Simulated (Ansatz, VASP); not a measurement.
## One calculation of Ni, two programs

File INCAR:

```
SYSTEM = Ni
PREC = Accurate
ENCUT = 520
EDIFF = 1E-7
ISMEAR = 1
SIGMA = 0.3
LREAL = .False.
LASPH = .True.
NELM = 150
ALGO = Normal
ISIF = 2
LWAVE = .False.
LCHARG = .False.
ISPIN = 2
MAGMOM = 1.5
LORBIT = 11
LMAXMIX = 4
GGA = PE
NBANDS = 15
```

File KPOINTS:

```
regular mesh
0
Gamma
  14 14 14
  0 0 0
```

File POSCAR:

```
Ni
1.0
    0.0000000000      1.7964966163      1.7964966163
    1.7964966163      0.0000000000      1.7964966163
    1.7964966163      1.7964966163      0.0000000000
Ni
1
Direct
    0.0000000000      0.0000000000      0.0000000000
```

Input for Ansatz:

```yaml
crystal:
  lattice:
    - [0.0, 1.7964966163385998, 1.7964966163385998]
    - [1.7964966163385998, 0.0, 1.7964966163385998]
    - [1.7964966163385998, 1.7964966163385998, 0.0]
  atoms:
    - { symbol: Ni, position: [0.0, 0.0, 0.0], spin: 1.5 }
basis:
  ecutwfc: 653.073269903712
  ecutrho_ratio: 6
kpoints:
  mp_grid:
    grid: [14, 14, 14]
hamiltonian:
  xc: pbe
  pseudopotentials:
    kind: paw
magnetization:
  spin_polarized: true
scf:
  self_checks: low
  occupations:
    method: methfessel_paxton
    width: 0.3
  eigensolver:
    kind: auto
```

Alike in both runs: task single point; functional PBE; k mesh 14 × 14 × 14; occupations methfessel-paxton of order 1, width 0.3 eV; collinear spin.

```csv
,VASP,Ansatz
version,VASP 6.6.1,Ansatz 0.2.0
potentials or method,"VASP PAW PBE potentials, release 64 (Ni), cutoff 520 eV","plane waves, PAW"
valence electrons in the cell,10,18
```

|  | VASP | Ansatz | Ansatz less VASP |
| --- | --- | --- | --- |
| net moment per atom (μB) | 0.64 | 0.66 | +0.020 |
| size of the moment on the site where the two differ most (μB) | 0.66 | 0.71 | +0.045 |

Site moments also hang on the region over which each program counts them. VASP's potentials hold 10 valence electrons a cell and Ansatz's 18, so a difference there can come from the potentials and not from the codes. Ansatz's warnings: stability check not made.
